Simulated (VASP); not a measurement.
Crystal: P.

```
P
1.0
    -1.69151    2.51517    1.85894
     1.69151   -2.51517    1.85894
     1.69151    2.51517   -1.85894
P
2
Direct
  0.69669 0.94669 0.75000
  0.30331 0.05331 0.25000
```

```yaml
Program: VASP 6.6.1
Task: relaxation of cell and atoms
Functional: PBE
Dispersion: D3(BJ)
Potentials_or_basis: VASP PAW PBE potentials, release 64 (P)
Cutoff: 600 eV
k_mesh: 11 × 11 × 11
Occupations: fermi-dirac, width 0.05 eV
Spin: no spin polarisation
```

At the start: pressure -2.2 GPa; volume 15.82 Å³/atom.

Q: How do energy, volume and symmetry change on relaxing?

A: Over 30 steps the energy falls by 17.7 meV/atom and the volume is 14.13 Å³/atom (-10.7 %); space group Imma (No. 74, to 0.1 Å) before and after.

Step by step:
| step | energy change (eV) | largest force (eV/Å) | pressure (GPa) | volume (Å³) |
| --- | --- | --- | --- | --- |
| 1 | 0.0000 | 0.3198 | -2.17 | 31.63 |
| 2 | -0.0171 | 0.2409 | -0.35 | 30.67 |
| 3 | -0.0203 | 0.2091 | 0.99 | 30.04 |
| 4 | -0.0298 | 0.0307 | -0.34 | 29.91 |
| 5 | -0.0305 | 0.0904 | -0.86 | 29.86 |
| 6 | -0.0325 | 0.0527 | 0.38 | 29.38 |
| 7 | -0.0326 | 0.0247 | 0.13 | 29.47 |
| 8 | -0.0329 | 0.0240 | -0.04 | 29.44 |
| 9 | -0.0329 | 0.0239 | -0.02 | 29.45 |
| 10 | -0.0330 | 0.0118 | -0.11 | 29.43 |
| 11 | -0.0330 | 0.0079 | -0.25 | 29.40 |
| 12 | -0.0330 | 0.0062 | -0.21 | 29.37 |
| 13 | -0.0331 | 0.0005 | -0.09 | 29.29 |
| 14 | -0.0332 | 0.0145 | 0.13 | 29.13 |
| 15 | -0.0332 | 0.0210 | 0.20 | 29.07 |
| 16 | -0.0332 | 0.0226 | 0.20 | 29.05 |
| 17 | -0.0333 | 0.0269 | 0.21 | 28.99 |
| 18 | -0.0336 | 0.0339 | 0.25 | 28.85 |
| 19 | -0.0340 | 0.0414 | 0.48 | 28.59 |
| 20 | -0.0338 | 0.0590 | 1.25 | 28.07 |
| 21 | -0.0341 | 0.0494 | 0.67 | 28.44 |
| 22 | -0.0342 | 0.0485 | 0.67 | 28.41 |
| 23 | -0.0344 | 0.0460 | 0.68 | 28.32 |
| 24 | -0.0347 | 0.0360 | 0.82 | 28.13 |
| 25 | -0.0349 | 0.0276 | 0.69 | 28.15 |
| 26 | -0.0352 | 0.0016 | 0.30 | 28.21 |
| 27 | -0.0349 | 0.0519 | -0.45 | 28.32 |
| 28 | -0.0353 | 0.0134 | 0.08 | 28.24 |
| 29 | -0.0353 | 0.0118 | 0.08 | 28.24 |
| 30 | -0.0353 | 0.0068 | 0.06 | 28.25 |

Final structure:
```xyz
2
Lattice="-1.7020 2.4228 1.7130 1.7020 -2.4228 1.7130 1.7020 2.4228 -1.7130" Properties=species:S:1:pos:R:3 pbc="T T T"
P     1.7020    1.2114    1.6366
P     0.0000    1.2114    0.0764
```
